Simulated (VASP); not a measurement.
Wanted: the native input for a VASP 6.6.1 run.

```
Task                   : single point
Functional             : PBE
Potentials or basis    : VASP PAW PBE potentials, release 64 (Al, P)
Cutoff                 : 520 eV
k mesh                 : 6 × 6 × 2
Occupations            : gaussian, width 0.2 eV
Spin                   : no spin polarisation
Dipole correction      : no
Further INCAR settings : ALGO = Normal; EDIFF = 1e-06; NBANDS = 22
```

The structure of Al5P2 lies in POSCAR:

```
Al5P2
1.0
    3.7945001590     -0.0000198629      0.0014495624
   -0.0000042234      3.7961504664     -0.0010541063
    0.0036288140     -0.0036704869     10.0595940795
Al P
5 2
Direct
    0.0000608602      0.0000061632     -0.0000268868
    0.5008083676      0.5002479064      0.7157610130
    0.5000537076      0.5006013139      0.2842119688
    0.4993013719     -0.0003774272      0.5226624290
   -0.0005280150      0.4993769119      0.4773861704
    0.4998044397      0.0003440766      0.1414310213
    0.0004992681      0.4998010552      0.8585742842
```

These files were run (other wordings do the same):

INCAR

```
ALGO     = Normal         # electronic algorithm
EDIFF    = 1E-6           # SCF threshold, eV
ENCUT    = 520            # plane-wave cutoff, eV
GGA      = PE             # functional
ISIF     = 2              # what is computed and relaxed
ISMEAR   = 0              # smearing method
LASPH    = T              # aspherical terms in the spheres
LCHARG   = T              # write CHGCAR
LELF     = T              # ELF
LREAL    = F              # projectors in reciprocal space
LVHAR    = T            
LWAVE    = F              # write WAVECAR
NBANDS   = 22             # bands
NELM     = 60             # most SCF steps
PREC     = Accurate       # precision mode
SIGMA    = 0.2            # smearing width, eV
```

KPOINTS

```
k-points
0
Gamma
  6 6 2
```

Potentials or basis: VASP PAW PBE potentials, release 64 (Al, P).

Run with:

```console
$ cat potpaw_PBE.64/Al/POTCAR potpaw_PBE.64/P/POTCAR > POTCAR
$ mpirun -np 1 vasp_std > vasp.out
```

Results of the run:

```
Pressure               : 0.0 GPa
Largest force          : 0.017 eV/Å
Band gap on the k mesh : zero (an odd number of electrons rules out a gap without spin polarisation)
```

Wall time 66 s on 1 thread of Intel(R) Xeon(R) Platinum 8488C (Sapphire Rapids), on a shared host, peak memory 0.28 GiB.
